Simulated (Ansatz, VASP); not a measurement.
# One calculation of HgTe, two programs

```
Hg Te
1.0
     0.00000    3.22350    3.25574
     3.22350    0.00000    3.25574
     3.22350    3.22350    0.00000
Hg Te
1 1
Direct
  0.00000 0.00000 0.00000
  0.75000 0.75000 0.75000
```

Change from the starting cell: zz strain of +1 %.

Alike in both runs: task single point; functional PBEsol; k mesh 9 × 9 × 9; occupations fermi-dirac, width 0.05 eV; no spin polarisation.

```csv
,VASP,Ansatz
version,VASP 6.6.1,Ansatz 0.2.0
potentials or method,"VASP PAW PBE potentials, release 64 (Hg, Te), cutoff 520 eV","all-electron LAPW, scalar-relativistic"
```

|  | VASP | Ansatz | Ansatz less VASP |
| --- | --- | --- | --- |
| pressure (GPa) | 1.0 | 0.9 | -0.11 |
| traceless stress, the component that is largest in VASP (GPa) | -0.10 | -0.10 | 0.000 |

VASP's potentials were made for PBE, not for PBEsol. Ansatz ran all-electron here, and VASP with PAW potentials.

Spin-orbit coupling is off throughout.
